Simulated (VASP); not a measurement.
# Sc3Ge (Fm-3m) in VASP: a series of runs

Sc3Ge is run at these levels: PBE; tasks: single point, relaxation of cell and atoms.

Program: VASP 6.6.1. These are calculated values, not measurements. Logs are shortened: lines on timing, memory, paths and dates and some standing lists are left out, and cuts for length are marked.

## Step 1: The cell of the first run

Symmetry: Fm-3m, No. 225, cubic system. The conventional cell has a = 6.660 Å, b = 6.660 Å, c = 6.660 Å, α = 90.00°, β = 90.00°, γ = 90.00°. Sc (site symmetry m-3m) has 8 Sc at 2.88 Å and 6 Ge at 3.33 Å within 3.8 Å. Within 3.8 Å of Sc (site symmetry -43m) lie 10 Sc at 2.88 to 3.33 Å and 4 Ge at 2.88 Å. Within 3.8 Å of Ge (site symmetry m-3m) lie 14 Sc at 2.88 to 3.33 Å.

## Step 2: Single point, PBE

Input file INCAR:

```
SYSTEM = Sc3Ge
  ALGO = Normal
  EDIFF = 1E-7
  ENCUT = 520
  GGA = PE
  ISIF = 2
  ISMEAR = 0
  LASPH = .TRUE.
  LCHARG = .FALSE.
  LREAL = .FALSE.
  LWAVE = .FALSE.
  NBANDS = 32
  NELM = 60
  PREC = Accurate
  SIGMA = 0.1
```

Input file KPOINTS:

```
k-points
0
G
  4 4 4
  0 0 0
```

Input file POSCAR:

```
Sc3Ge
1.0
    0.0000000000      3.3300320600      3.3300320600
    3.3300320600      0.0000000000      3.3300320600
    3.3300320600      3.3300320600      0.0000000000
Sc Ge
3 1
Direct
    0.0000000000      0.0000000000      0.0000000000
    0.2500000000      0.2500000000      0.2500000000
    0.7500000000      0.7500000000      0.7500000000
    0.5000000000      0.5000000000      0.5000000000
```

Potentials or basis: VASP PAW PBE potentials, release 64 (Sc_sv, Ge_d).

Run with:

```sh
> cat potpaw_PBE.64/Sc_sv/POTCAR potpaw_PBE.64/Ge_d/POTCAR > POTCAR
> mpirun -np 1 vasp_std > vasp.out
```

OUTCAR:

```text
SYSTEM = Sc3Ge
   EDIFF = 1E-7
   ENCUT = 520
   GGA = PE
   ISIF = 2
   ISMEAR = 0
   LASPH = .TRUE.
   LREAL = .FALSE.
   NELM = 60
   PREC = Accurate

 ion  position               nearest neighbor table
   1  0.000  0.000  0.000-   3 2.88   3 2.88   3 2.88   2 2.88   3 2.88   2 2.88   2 2.88   2 2.88

   2  0.250  0.250  0.250-   1 2.88   1 2.88   1 2.88   1 2.88   4 2.88   4 2.88   4 2.88   4 2.88
                             3 3.33   3 3.33   3 3.33   3 3.33   3 3.33   3 3.33
   3  0.750  0.750  0.750-   4 2.88   4 2.88   4 2.88   1 2.88   4 2.88   1 2.88   1 2.88   1 2.88
                             2 3.33   2 3.33   2 3.33   2 3.33   2 3.33   2 3.33
   4  0.500  0.500  0.500-   2 2.88   2 2.88   2 2.88   2 2.88   3 2.88   3 2.88   3 2.88   3 2.88

  LATTYP: Found a face centered cubic cell.
 ALAT       =     6.6600641200

  Lattice vectors:

 A1 = (   0.0000000000,   3.3300320600,   3.3300320600)
 A2 = (   3.3300320600,   0.0000000000,   3.3300320600)
 A3 = (   3.3300320600,   3.3300320600,   0.0000000000)

Analysis of symmetry for initial positions (statically):
=====================================================================
 Subroutine PRICEL returns:
 Original cell was already a primitive cell.

 Routine SETGRP: Setting up the symmetry group for a
 face centered cubic supercell.

 Subroutine GETGRP returns: Found 48 space group operations
 (whereof 48 operations were pure point group operations)
 out of a pool of 48 trial point group operations.

The static configuration has the point symmetry O_h .

Analysis of symmetry for dynamics (positions and initial velocities):
=====================================================================
 Subroutine PRICEL returns:
 Original cell was already a primitive cell.

 Routine SETGRP: Setting up the symmetry group for a
 face centered cubic supercell.

 Subroutine GETGRP returns: Found 48 space group operations
 (whereof 48 operations were pure point group operations)
 out of a pool of 48 trial point group operations.

The dynamic configuration has the point symmetry O_h .

 Subroutine INISYM returns: Found 48 space group operations
 (whereof 48 operations are pure point group operations),
 and found     1 'primitive' translations

----------------------------------------------------------------------------------------

                                     Primitive cell

  volume of cell :      73.8542

  direct lattice vectors                    reciprocal lattice vectors
     0.000000000  3.330032060  3.330032060    -0.150148705  0.150148705  0.150148705
     3.330032060  0.000000000  3.330032060     0.150148705 -0.150148705  0.150148705
     3.330032060  3.330032060  0.000000000     0.150148705  0.150148705 -0.150148705

  length of vectors
     4.709376502  4.709376502  4.709376502     0.260065185  0.260065185  0.260065185

  position of ions in fractional coordinates (direct lattice)
     0.000000000  0.000000000  0.000000000
     0.250000000  0.250000000  0.250000000
     0.750000000  0.750000000  0.750000000
     0.500000000  0.500000000  0.500000000

  ion indices of the primitive-cell ions
   primitive index   ion index
                 1           1
                 2           2
                 3           3
                 4           4

----------------------------------------------------------------------------------------

 KPOINTS: k-points

Automatic generation of k-mesh.
 Grid dimensions read from file:
 generate k-points for:    4    4    4

 Generating k-lattice:

  Cartesian coordinates                     Fractional coordinates (reciprocal lattice)
    -0.037537176  0.037537176  0.037537176     0.250000000  0.000000000  0.000000000
     0.037537176 -0.037537176  0.037537176     0.000000000  0.250000000  0.000000000
     0.037537176  0.037537176 -0.037537176     0.000000000  0.000000000  0.250000000

  Length of vectors
     0.065016296  0.065016296  0.065016296

  Shift w.r.t. Gamma in fractional coordinates (k-lattice)
     0.000000000  0.000000000  0.000000000

 Subroutine IBZKPT returns following result:
 ===========================================

 Found      8 irreducible k-points:

 Following reciprocal coordinates:
            Coordinates               Weight
  0.000000  0.000000  0.000000      1.000000
  0.250000  0.000000  0.000000      8.000000
  0.500000  0.000000  0.000000      4.000000
  0.250000  0.250000  0.000000      6.000000
  0.500000  0.250000  0.000000     24.000000
 -0.250000  0.250000  0.000000     12.000000
  0.500000  0.500000  0.000000      3.000000
 -0.250000  0.500000  0.250000      6.000000
   k-points           NKPTS =      8   k-points in BZ     NKDIM =      8   number of bands    NBANDS=     32
   number of dos      NEDOS =    301   number of ions     NIONS =      4
   total plane-waves  NPLWV =  46656
   dimension x,y,z NGX =    36 NGY =   36 NGZ =   36
   dimension x,y,z NGXF=    72 NGYF=   72 NGZF=   72
   ions per type =               3   1
   NGX,Y,Z   is equivalent  to a cutoff of  12.71, 12.71, 12.71 a.u.
   NGXF,Y,Z  is equivalent  to a cutoff of  25.42, 25.42, 25.42 a.u.
 SYSTEM =  Sc3Ge
   PREC   = accura    normal or accurate (medium, high low for compatibility)
   ISTART =      0    job   : 0-new  1-cont  2-samecut
   ICHARG =      2    charge: 1-file 2-atom 10-const
   ISPIN  =      1    spin polarized calculation?
   LNONCOLLINEAR =      F non collinear calculations
   LSORBIT =      F    spin-orbit coupling
   LASPH  =      T    aspherical Exc in radial PAW
   ENCUT  =  520.0 eV  38.22 Ry    6.18 a.u.   8.76  8.76  8.76*2*pi/ulx,y,z
   NELM   =     60;   NELMIN=  2; NELMDL= -5     # of ELM steps
   EDIFF  = 0.1E-06   stopping-criterion for ELM
   LREAL  =      F    real-space projection
   EDIFFG = 0.1E-05   stopping-criterion for IOM
   NSW    =      0    number of steps for IOM
   IBRION =     -1    ionic relax: 0-MD 1-quasi-New 2-CG
   NFREE  =      0    steps in history (QN), initial steepest desc. (CG)
   ISIF   =      2    stress and relaxation
   ISYM   =      2    0-nonsym 1-usesym 2-fastsym
   POTIM  = 0.5000    time-step for ionic-motion
   TEBEG  =    0.0;   TEEND  =   0.0 temperature during run
   PSTRESS=    0.0 pullay stress
   NELECT =      47.0000    total number of electrons
   NUPDOWN=      -1.0000    fix difference up-down
   EMIN   =  10.00;   EMAX   =-10.00  energy-range for DOS
   EFERMI =   0.00;   METHOD = LEGACY
   ISMEAR =     0;   SIGMA  =   0.10  broadening in eV -4-tet -1-fermi 0-gaus
   EFERMI_NEDOS =   21; number of points for ismear=-14 and -15
   IALGO  =     38    algorithm
   IMIX   =      4    mixing-type and parameters
     AMIX     =   0.40;   BMIX     =  1.00
     AMIX_MAG =   1.60;   BMIX_MAG =  1.00
  volume/ion in A,a.u.               =      18.46       124.60
  Fermi-wavevector in a.u.,A,eV,Ry     =   1.408150  2.661018 26.978822  1.982887
  Thomas-Fermi vector in A             =   2.530337
   LORBIT       =      0    0 simple, 1 ext, 2 COOP (PROOUT), +10 PAW based schemes
   GGA     = PE    functional components
   LHFCALC =     F    Hartree Fock is set to
   AEXX    =    0.0000 exact exchange contribution
   IVDW    =     0    specifies the selected vdW correction
   LEPSILON=     F    determine dielectric tensor
   LRPA    =     F    only Hartree local field effects (RPA)
 non-spin polarized calculation
 Gauss-broadening in eV      SIGMA  =   0.10
  energy-cutoff  :      520.00
  volume of cell :       73.85
 maximum number of plane-waves:      2012
   NGX = 17   NGY = 17   NGZ = 17

 number of electron      47.0000008 magnetization

 Free energy of the ion-electron system (eV)
  ---------------------------------------------------
  ext. energy  EPLUGINS =         0.00000000
  ---------------------------------------------------
  free energy    TOTEN  =       -23.87455665 eV

  energy without entropy =      -23.83891886  energy(sigma->0) =      -23.85673775

 E-fermi :   6.1212     XC(G=0): -11.1631

 val. band max:        6.1087660101   @ k =  -0.2500   0.2500   0.0000
 cond. band min:       6.1777155417   @ k =   0.5000   0.0000   0.0000
 fundamental gap:      0.0689495317
 Fermi energy:         6.1211857860

 k-point     1 :       0.0000    0.0000    0.0000
  band No.  band energies     occupation
      1     -43.0745      2.00000
      2     -42.7912      2.00000
      3     -42.7780      2.00000
      4     -21.8727      2.00000
      5     -21.8727      2.00000
      6     -21.8727      2.00000
[... 24 lines left out ...]
     31       9.8207      0.00000
     32       9.8207      0.00000

 k-point     2 :       0.2500    0.0000    0.0000
  band No.  band energies     occupation
      1     -43.0531      2.00000
      2     -42.7997      2.00000
      3     -42.7912      2.00000
      4     -21.9151      2.00000
      5     -21.9151      2.00000
      6     -21.9096      2.00000
[... 24 lines left out ...]
     31       9.6604      0.00000
     32       9.6604      0.00000

 k-point     3 :       0.5000    0.0000    0.0000
  band No.  band energies     occupation
      1     -43.0281      2.00000
      2     -42.8173      2.00000
      3     -42.7990      2.00000
      4     -21.9482      2.00000
      5     -21.9482      2.00000
      6     -21.9029      2.00000
[... 24 lines left out ...]
     31       9.2303      0.00000
     32       9.5592      0.00000

 k-point     4 :       0.2500    0.2500    0.0000
  band No.  band energies     occupation
      1     -43.0457      2.00000
      2     -42.7998      2.00000
      3     -42.7988      2.00000
      4     -21.9698      2.00000
      5     -21.9698      2.00000
      6     -21.8411      2.00000
[... 24 lines left out ...]
     31       8.9976      0.00000
     32      10.0197      0.00000

 k-point     5 :       0.5000    0.2500    0.0000
  band No.  band energies     occupation
      1     -43.0199      2.00000
      2     -42.8167      2.00000
      3     -42.8080      2.00000
      4     -21.9977      2.00000
      5     -21.9885      2.00000
      6     -21.8577      2.00000
[... 24 lines left out ...]
     31       8.8414      0.00000
     32       9.5866      0.00000

 k-point     6 :      -0.2500    0.2500    0.0000
  band No.  band energies     occupation
      1     -43.0288      2.00000
      2     -42.8084      2.00000
      3     -42.8072      2.00000
      4     -21.9509      2.00000
      5     -21.9501      2.00000
      6     -21.9255      2.00000
[... 24 lines left out ...]
     31       9.5245      0.00000
     32      10.1511      0.00000

 k-point     7 :       0.5000    0.5000    0.0000
  band No.  band energies     occupation
      1     -43.0105      2.00000
      2     -42.8259      2.00000
      3     -42.8082      2.00000
      4     -22.0390      2.00000
      5     -22.0390      2.00000
      6     -21.7482      2.00000
[... 24 lines left out ...]
     31       9.4021      0.00000
     32       9.5800      0.00000

 k-point     8 :      -0.2500    0.5000    0.2500
  band No.  band energies     occupation
      1     -43.0105      2.00000
      2     -42.8171      2.00000
      3     -42.8171      2.00000
      4     -22.0479      2.00000
      5     -21.9098      2.00000
      6     -21.9098      2.00000
[... 24 lines left out ...]
     31       8.9341      0.00000
     32       9.1685      0.00000

------------------------ aborting loop because EDIFF is reached ----------------------------------------

  FORCE on cell =-STRESS in cart. coord.  units (eV):
  Direction    XX          YY          ZZ          XY          YZ          ZX
  --------------------------------------------------------------------------------------
  -------------------------------------------------------------------------------------
  Total        3.9810836      3.9810836      3.9810836      0.0000000      0.0000000      0.0000000
  in kB       86.3647735     86.3647735     86.3647735      0.0000000      0.0000000      0.0000000
  external PRESSURE =      86.3647735 kB  Pullay stress =       0.0000000 kB

 VOLUME and BASIS-vectors are now :
 -----------------------------------------------------------------------------
  energy-cutoff  :      520.00
  volume of cell :       73.85
      direct lattice vectors                 reciprocal lattice vectors
     0.000000000  3.330032060  3.330032060    -0.150148705  0.150148705  0.150148705
     3.330032060  0.000000000  3.330032060     0.150148705 -0.150148705  0.150148705
     3.330032060  3.330032060  0.000000000     0.150148705  0.150148705 -0.150148705

 POSITION                                       TOTAL-FORCE (eV/Angst)
 -----------------------------------------------------------------------------------
      0.00000      0.00000      0.00000         0.000000     -0.000000      0.000000
      1.66502      1.66502      1.66502         0.000000     -0.000000      0.000000
      4.99505      4.99505      4.99505        -0.000000      0.000000     -0.000000
      3.33003      3.33003      3.33003         0.000000     -0.000000      0.000000
 -----------------------------------------------------------------------------------
    total drift:                                0.000000      0.000000      0.000000

  FREE ENERGIE OF THE ION-ELECTRON SYSTEM (eV)
  ---------------------------------------------------
  free  energy   TOTEN  =       -23.8745566471 eV

  energy  without entropy=      -23.8389188567  energy(sigma->0) =      -23.85673775
```

It took 13 s on 1 thread of Intel Xeon 6975P-C (Granite Rapids), shared host; peak memory 0.21 GiB.

What came out:

- Free energy: -23.8746 eV
- Pressure: 8.6 GPa

Levels at points of the mesh, in eV from the Fermi level:
```
           k point  band 20  band 21  band 22  band 23  band 24  band 25  band 26  band 27
(0.00, 0.00, 0.00)    -2.38    -2.38    -1.37    -1.37     0.35     0.35     0.35     0.47
(0.50, 0.00, 0.00)    -2.60    -2.60    -0.03     0.06     0.06     0.37     0.37     0.95
(0.50, 0.50, 0.00)    -1.81    -1.81    -1.70    -1.67     0.33     0.38     0.38     1.44
```

Caveat: the k points lie up to 0.41 Å⁻¹ apart.

## Step 3: Single point, PBE

This run uses another cell than the first one, of 20.62 Å³/atom, 1.117 times its volume.

Input file INCAR:

```
SYSTEM = Sc3Ge
PREC = Accurate
ENCUT = 520
EDIFF = 1E-6
ISMEAR = 0
SIGMA = 0.1
LREAL = .False.
LASPH = .True.
NELM = 100
ALGO = Fast
ISIF = 2
LWAVE = .False.
LCHARG = .False.
GGA = PE
NBANDS = 32
```

Input file KPOINTS:

```
regular mesh
0
Gamma
  4 4 4
  0 0 0
```

Input file POSCAR:

```
Sc3Ge
1.0
    0.0000000000      3.4551400161      3.4551400161
    3.4551400161      0.0000000000      3.4551400161
    3.4551400161      3.4551400161      0.0000000000
Sc Ge
3 1
Direct
    0.0000000000      0.0000000000      0.0000000000
    0.2500000000      0.2500000000      0.2500000000
    0.7500000000      0.7500000000      0.7500000000
    0.5000000000      0.5000000000      0.5000000000
```

Potentials or basis: VASP PAW PBE potentials, release 64 (Sc_sv, Ge_d).

Run with:

```sh
> cat potpaw_PBE.64/Sc_sv/POTCAR potpaw_PBE.64/Ge_d/POTCAR > POTCAR
> mpirun -np 1 vasp_std > vasp.out
```

It took 18 s on 1 thread of Intel Xeon 6975P-C (Granite Rapids), shared host; peak memory 0.2 GiB.

It converged, with:

* Free energy: -24.0841 eV
* Pressure: -0.2 GPa

Levels at points of the mesh, in eV from the Fermi level:
```csv
k point,band 21,band 22,band 23,band 24,band 25,band 26,band 27,band 28
"(0.00, 0.00, 0.00)",-2.18,-1.14,-1.14,-0.28,0.25,0.25,0.25,2.82
"(0.50, 0.00, 0.00)",-2.37,-0.06,0.06,0.06,0.25,0.25,0.57,1.55
"(0.50, 0.50, 0.00)",-1.81,-1.77,-1.57,0.36,0.37,0.37,1.39,1.57
```

Caveat: the k points lie up to 0.39 Å⁻¹ apart.

[end of part 1 of 2]
